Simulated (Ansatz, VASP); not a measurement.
Sn5H: VASP beside Ansatz

```
Sn H
1.0
    10.27707    0.00000    0.00000
    -5.13854    8.90020    0.00000
     0.00000    0.00000    2.96219
Sn H
5 1
Direct
  0.50000 0.00000 0.50000
  0.00000 0.50000 0.50000
  0.50000 0.50000 0.50000
  0.33333 0.66667 0.50000
  0.66667 0.33333 0.50000
  0.00000 0.00000 0.00000
```

Alike in both runs: functional PBE; k mesh 6 × 6 × 12; occupations gaussian, width 0.1 eV; no spin polarisation.

Ansatz relaxed the structure, and its values are those at the end. VASP's run is a single point on that final structure, the one shown.

```csv
,VASP,Ansatz
version,VASP 6.6.1,Ansatz 0.2.0
potentials or method,"VASP PAW PBE potentials, release 64 (Sn_d, H), cutoff 520 eV","scalar-relativistic, plane waves, PAW"
valence electrons in the cell,71,71
```

```tsv
	VASP	Ansatz	Ansatz less VASP
gap on the k mesh at the Fermi level (eV)	none	none	-
pressure (GPa)	0.0	0.0	+0.04
```

A gap of «none» marks a metal or a gap that the smearing closes.
